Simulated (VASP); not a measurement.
# CaO (Fm-3m) in VASP: notebook

Runs on CaO. Level: PBE+D3(BJ). Tasks: single point, relaxation of cell and atoms.

Everything below comes from runs of VASP 6.6.1. Logs are shortened: lines on timing, memory, paths and dates and some standing lists are left out, and cuts for length are marked.

## (1) The cell of the first run

The structure is cubic, space group Fm-3m (No. 225). The conventional cell has a = 4.807 Å, b = 4.807 Å, c = 4.807 Å, α = 90.00°, β = 90.00°, γ = 90.00°. Ca (site symmetry m-3m) has 6 O at 2.40 Å within 3.2 Å. O (site symmetry m-3m) has 6 Ca at 2.40 Å within 3.2 Å.

## (2) Single point, PBE+D3(BJ)

File INCAR:

```
ALGO = Normal
EDIFF = 1E-6
ENCUT = 600
GGA = PE
GGA_COMPAT = F
ISIF = 2
ISMEAR = 0
IVDW = 12
LASPH = T
LCHARG = T
LELF = T
LREAL = F
LVHAR = T
LWAVE = F
NBANDS = 15
NELM = 120
PREC = Accurate
SIGMA = 0.1
```

File KPOINTS:

```
k-points
0
Gamma
  6 6 6
```

File POSCAR:

```
CaO
1.0
    0.0000000000      2.4035556300      2.4035556300
    2.4035556300      0.0000000000      2.4035556300
    2.4035556300      2.4035556300      0.0000000000
Ca O
1 1
Direct
    0.0000000000      0.0000000000      0.0000000000
    0.5000000000      0.5000000000      0.5000000000
```

Potentials or basis: VASP PAW PBE potentials, release 64 (Ca_sv, O).

On the command line:

```
> cat potpaw_PBE.64/Ca_sv/POTCAR potpaw_PBE.64/O/POTCAR > POTCAR
> mpirun -np 1 vasp_std > vasp.out
```

OUTCAR:

```text
EDIFF = 1E-6
   ENCUT = 600
   GGA = PE
   ISIF = 2
   ISMEAR = 0
   IVDW = 12
   LASPH = T
   LREAL = F
   NELM = 120
   PREC = Accurate
 IVDW          = 12

 ion  position               nearest neighbor table
   1  0.000  0.000  0.000-   2 2.40   2 2.40   2 2.40   2 2.40   2 2.40   2 2.40
   2  0.500  0.500  0.500-   1 2.40   1 2.40   1 2.40   1 2.40   1 2.40   1 2.40

  LATTYP: Found a face centered cubic cell.
 ALAT       =     4.8071112600

  Lattice vectors:

 A1 = (   0.0000000000,   2.4035556300,   2.4035556300)
 A2 = (   2.4035556300,   0.0000000000,   2.4035556300)
 A3 = (   2.4035556300,   2.4035556300,   0.0000000000)

Analysis of symmetry for initial positions (statically):
=====================================================================
 Subroutine PRICEL returns:
 Original cell was already a primitive cell.

 Routine SETGRP: Setting up the symmetry group for a
 face centered cubic supercell.

 Subroutine GETGRP returns: Found 48 space group operations
 (whereof 48 operations were pure point group operations)
 out of a pool of 48 trial point group operations.

The static configuration has the point symmetry O_h .

Analysis of symmetry for dynamics (positions and initial velocities):
=====================================================================
 Subroutine PRICEL returns:
 Original cell was already a primitive cell.

 Routine SETGRP: Setting up the symmetry group for a
 face centered cubic supercell.

 Subroutine GETGRP returns: Found 48 space group operations
 (whereof 48 operations were pure point group operations)
 out of a pool of 48 trial point group operations.

The dynamic configuration has the point symmetry O_h .

 Subroutine INISYM returns: Found 48 space group operations
 (whereof 48 operations are pure point group operations),
 and found     1 'primitive' translations

----------------------------------------------------------------------------------------

                                     Primitive cell

  volume of cell :      27.7711

  direct lattice vectors                    reciprocal lattice vectors
     0.000000000  2.403555630  2.403555630    -0.208025141  0.208025141  0.208025141
     2.403555630  0.000000000  2.403555630     0.208025141 -0.208025141  0.208025141
     2.403555630  2.403555630  0.000000000     0.208025141  0.208025141 -0.208025141

  length of vectors
     3.399140970  3.399140970  3.399140970     0.360310114  0.360310114  0.360310114

  position of ions in fractional coordinates (direct lattice)
     0.000000000  0.000000000  0.000000000
     0.500000000  0.500000000  0.500000000

  ion indices of the primitive-cell ions
   primitive index   ion index
                 1           1
                 2           2

----------------------------------------------------------------------------------------

 KPOINTS: k-points

Automatic generation of k-mesh.
 Grid dimensions read from file:
 generate k-points for:    6    6    6

 Generating k-lattice:

  Cartesian coordinates                     Fractional coordinates (reciprocal lattice)
    -0.034670857  0.034670857  0.034670857     0.166666667  0.000000000  0.000000000
     0.034670857 -0.034670857  0.034670857     0.000000000  0.166666667  0.000000000
     0.034670857  0.034670857 -0.034670857     0.000000000  0.000000000  0.166666667

  Length of vectors
     0.060051686  0.060051686  0.060051686

  Shift w.r.t. Gamma in fractional coordinates (k-lattice)
     0.000000000  0.000000000  0.000000000

 Subroutine IBZKPT returns following result:
 ===========================================

 Found     16 irreducible k-points:

 Following reciprocal coordinates:
            Coordinates               Weight
  0.000000  0.000000  0.000000      1.000000
  0.166667  0.000000  0.000000      8.000000
  0.333333  0.000000  0.000000      8.000000
  0.500000  0.000000  0.000000      4.000000
  0.166667  0.166667  0.000000      6.000000
  0.333333  0.166667  0.000000     24.000000
[... 8 lines left out ...]
 -0.333333  0.333333  0.166667     24.000000
 -0.333333  0.500000  0.166667     12.000000
   k-points           NKPTS =     16   k-points in BZ     NKDIM =     16   number of bands    NBANDS=     15
   number of dos      NEDOS =    301   number of ions     NIONS =      2
   total plane-waves  NPLWV =  21952
   dimension x,y,z NGX =    28 NGY =   28 NGZ =   28
   dimension x,y,z NGXF=    56 NGYF=   56 NGZF=   56
   ions per type =               1   1
   NGX,Y,Z   is equivalent  to a cutoff of  13.69, 13.69, 13.69 a.u.
   NGXF,Y,Z  is equivalent  to a cutoff of  27.39, 27.39, 27.39 a.u.
 SYSTEM =  unknown system
   PREC   = accura    normal or accurate (medium, high low for compatibility)
   ISTART =      0    job   : 0-new  1-cont  2-samecut
   ICHARG =      2    charge: 1-file 2-atom 10-const
   ISPIN  =      1    spin polarized calculation?
   LNONCOLLINEAR =      F non collinear calculations
   LSORBIT =      F    spin-orbit coupling
   LASPH  =      T    aspherical Exc in radial PAW
   ENCUT  =  600.0 eV  44.10 Ry    6.64 a.u.   6.79  6.79  6.79*2*pi/ulx,y,z
   NELM   =    120;   NELMIN=  2; NELMDL= -5     # of ELM steps
   EDIFF  = 0.1E-05   stopping-criterion for ELM
   LREAL  =      F    real-space projection
   EDIFFG = 0.1E-04   stopping-criterion for IOM
   NSW    =      0    number of steps for IOM
   IBRION =     -1    ionic relax: 0-MD 1-quasi-New 2-CG
   NFREE  =      0    steps in history (QN), initial steepest desc. (CG)
   ISIF   =      2    stress and relaxation
   ISYM   =      2    0-nonsym 1-usesym 2-fastsym
   POTIM  = 0.5000    time-step for ionic-motion
   TEBEG  =    0.0;   TEEND  =   0.0 temperature during run
   PSTRESS=    0.0 pullay stress
   NELECT =      16.0000    total number of electrons
   NUPDOWN=      -1.0000    fix difference up-down
   EMIN   =  10.00;   EMAX   =-10.00  energy-range for DOS
   EFERMI =   0.00;   METHOD = LEGACY
   ISMEAR =     0;   SIGMA  =   0.10  broadening in eV -4-tet -1-fermi 0-gaus
   EFERMI_NEDOS =   21; number of points for ismear=-14 and -15
   IALGO  =     38    algorithm
   IMIX   =      4    mixing-type and parameters
     AMIX     =   0.40;   BMIX     =  1.00
     AMIX_MAG =   1.60;   BMIX_MAG =  1.00
  volume/ion in A,a.u.               =      13.89        93.70
  Fermi-wavevector in a.u.,A,eV,Ry     =   1.362231  2.574243 25.247955  1.855672
  Thomas-Fermi vector in A             =   2.488738
   LORBIT       =      0    0 simple, 1 ext, 2 COOP (PROOUT), +10 PAW based schemes
   GGA     = PE    functional components
   LHFCALC =     F    Hartree Fock is set to
   AEXX    =    0.0000 exact exchange contribution
   IVDW    =    12    specifies the selected vdW correction
   LEPSILON=     F    determine dielectric tensor
   LRPA    =     F    only Hartree local field effects (RPA)
 non-spin polarized calculation
 Gauss-broadening in eV      SIGMA  =   0.10
  energy-cutoff  :      600.00
  volume of cell :       27.77
 maximum number of plane-waves:       941
   NGX = 13   NGY = 13   NGZ = 13

 number of electron      15.9999997 magnetization

 Free energy of the ion-electron system (eV)
  ---------------------------------------------------
  ext. energy  EPLUGINS =         0.00000000
  ---------------------------------------------------
  free energy    TOTEN  =       -12.80356442 eV

  energy without entropy =      -12.80356442  energy(sigma->0) =      -12.80356442

 E-fermi :   2.8253     XC(G=0): -10.4730

 val. band max:        2.3466346086   @ k =   0.0000   0.0000   0.0000
 cond. band min:       5.9828115097   @ k =   0.5000   0.5000   0.0000
 fundamental gap:      3.6361769011
 Fermi energy:         2.8253216185

 k-point     1 :       0.0000    0.0000    0.0000
  band No.  band energies     occupation
      1     -35.2920      2.00000
      2     -16.0566      2.00000
      3     -16.0566      2.00000
      4     -16.0566      2.00000
      5     -13.1850      2.00000
      6       2.3466      2.00000
      7       2.3466      2.00000
      8       2.3466      2.00000
      9       7.0566      0.00000
     10       8.5712      0.00000
     11       8.5712      0.00000
     12       8.5712      0.00000
     13      10.0741      0.00000
     14      10.0741      0.00000
     15      17.4175      0.00000

 k-point     2 :       0.1667    0.0000    0.0000
  band No.  band energies     occupation
      1     -35.2666      2.00000
      2     -16.4013      2.00000
      3     -16.0701      2.00000
      4     -16.0701      2.00000
      5     -12.8219      2.00000
      6       1.4885      2.00000
      7       1.9968      2.00000
      8       1.9968      2.00000
      9       8.1620      0.00000
     10       8.5516      0.00000
     11       9.0291      0.00000
     12       9.0291      0.00000
     13      10.6988      0.00000
     14      10.6988      0.00000
     15      18.2661      0.00000

 k-point     3 :       0.3333    0.0000    0.0000
  band No.  band energies     occupation
      1     -35.2152      2.00000
      2     -16.9414      2.00000
      3     -16.0970      2.00000
      4     -16.0970      2.00000
      5     -12.2407      2.00000
      6       0.2315      2.00000
      7       1.4038      2.00000
      8       1.4038      2.00000
      9       8.8818      0.00000
     10      10.0800      0.00000
     11      10.0800      0.00000
     12      10.0859      0.00000
     13      11.9868      0.00000
     14      11.9868      0.00000
     15      17.5492      0.00000

 k-point     4 :       0.5000    0.0000    0.0000
  band No.  band energies     occupation
      1     -35.1892      2.00000
      2     -17.1692      2.00000
      3     -16.1102      2.00000
      4     -16.1102      2.00000
      5     -11.9895      2.00000
      6      -0.2909      2.00000
      7       1.1451      2.00000
      8       1.1451      2.00000
      9       9.3942      0.00000
     10      10.6990      0.00000
     11      10.6990      0.00000
     12      10.8488      0.00000
     13      12.7642      0.00000
     14      12.7642      0.00000
     15      16.5451      0.00000
[... 163 lines left out ...]
 k-point    14 :       0.5000    0.3333    0.1667
  band No.  band energies     occupation
      1     -35.1825      2.00000
      2     -16.7954      2.00000
      3     -16.3130      2.00000
      4     -16.1899      2.00000
      5     -12.4342      2.00000
      6       0.5115      2.00000
      7       1.3745      2.00000
      8       1.6014      2.00000
      9       7.7481      0.00000
     10       9.8951      0.00000
     11      10.8051      0.00000
     12      11.0340      0.00000
     13      12.0557      0.00000
     14      13.5989      0.00000
     15      17.5531      0.00000

 k-point    15 :      -0.3333    0.3333    0.1667
  band No.  band energies     occupation
      1     -35.1657      2.00000
      2     -16.7921      2.00000
      3     -16.3847      2.00000
      4     -16.2497      2.00000
      5     -12.4125      2.00000
      6       0.6263      2.00000
      7       1.2544      2.00000
      8       1.3385      2.00000
      9       8.8801      0.00000
     10       8.8853      0.00000
     11      11.0158      0.00000
     12      11.4404      0.00000
     13      12.4342      0.00000
     14      15.2328      0.00000
     15      16.0558      0.00000

 k-point    16 :      -0.3333    0.5000    0.1667
  band No.  band energies     occupation
      1     -35.1581      2.00000
      2     -16.5656      2.00000
      3     -16.4367      2.00000
      4     -16.3789      2.00000
      5     -12.6528      2.00000
      6       1.1352      2.00000
      7       1.2735      2.00000
      8       1.5378      2.00000
      9       7.3691      0.00000
     10      10.0140      0.00000
     11      10.6805      0.00000
     12      11.8817      0.00000
     13      12.0419      0.00000
     14      15.2645      0.00000
     15      15.9929      0.00000

------------------------ aborting loop because EDIFF is reached ----------------------------------------

 Edisp (eV)   -0.54412

 E8    (eV) :    -0.2442

  FORCE on cell =-STRESS in cart. coord.  units (eV):
  Direction    XX          YY          ZZ          XY          YZ          ZX
  --------------------------------------------------------------------------------------
  -------------------------------------------------------------------------------------
  Total      -0.20117    -0.20117    -0.20117     0.00000     0.00000    -0.00000
  in kB     -11.60608   -11.60608   -11.60608     0.00000     0.00000    -0.00000
  external pressure =      -11.61 kB  Pullay stress =        0.00 kB

 VOLUME and BASIS-vectors are now :
 -----------------------------------------------------------------------------
  energy-cutoff  :      600.00
  volume of cell :       27.77
      direct lattice vectors                 reciprocal lattice vectors
     0.000000000  2.403555630  2.403555630    -0.208025141  0.208025141  0.208025141
     2.403555630  0.000000000  2.403555630     0.208025141 -0.208025141  0.208025141
     2.403555630  2.403555630  0.000000000     0.208025141  0.208025141 -0.208025141

 POSITION                                       TOTAL-FORCE (eV/Angst)
 -----------------------------------------------------------------------------------
      0.00000      0.00000      0.00000         0.000000      0.000000     -0.000000
      2.40356      2.40356      2.40356        -0.000000     -0.000000      0.000000
 -----------------------------------------------------------------------------------
    total drift:                                0.000000      0.000000      0.000000

  FREE ENERGIE OF THE ION-ELECTRON SYSTEM (eV)
  ---------------------------------------------------
  free  energy   TOTEN  =       -13.3476847400 eV

  energy  without entropy=      -13.3476847400  energy(sigma->0) =      -13.34768474
```

Wall time 5.4 s (1 thread of Intel Xeon 6975P-C (Granite Rapids), shared host); peak memory 0.16 GiB.

Results:

- Free energy: -13.3477 eV
- Pressure: -1.2 GPa
- Band gap on the k mesh: 3.64 eV (least direct gap 4.01 eV)
- Dispersion energy per atom: -0.272 eV

A k mesh can miss the band edges.

[end of part 1 of 2]
